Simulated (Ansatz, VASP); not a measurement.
Two plane-wave programs on BaTiO3

```xyz
5
Lattice="3.9833 0.0000 0.0000 0.0000 2.8626 2.8753 0.0000 -2.8626 2.8753" Properties=species:S:1:pos:R:3 pbc="T T T"
Ba    0.0000    0.0000    0.0196
Ti    1.9917    0.0000    2.9817
O     1.9917    1.3943    4.2261
O     1.9917   -1.3943    4.2261
O     0.0000    0.0000    2.8075
```

Alike in both runs: task relaxation of cell and atoms; functional PBE; k mesh 6 × 6 × 6; occupations gaussian, width 0.02 eV; no spin polarisation.

```csv
,VASP,Ansatz
version,VASP 6.6.1,Ansatz 0.2.0
potentials or method,"VASP PAW PBE potentials, release 64 (Ba_sv, Ti_sv, O), cutoff 600 eV","scalar-relativistic, plane waves, PAW"
valence electrons in the cell,40,40
```

```tsv
	VASP	Ansatz	Ansatz less VASP
gap on the k mesh at the Fermi level, each at its own relaxed structure (eV)	2.34	2.39	+0.050
relaxed volume (Å³/atom)	13.53	13.39	-0.138
relaxed length of the cell vector where the two differ most in proportion (Å)	4.121	4.105	-0.0158
```

Spin-orbit coupling is off throughout.
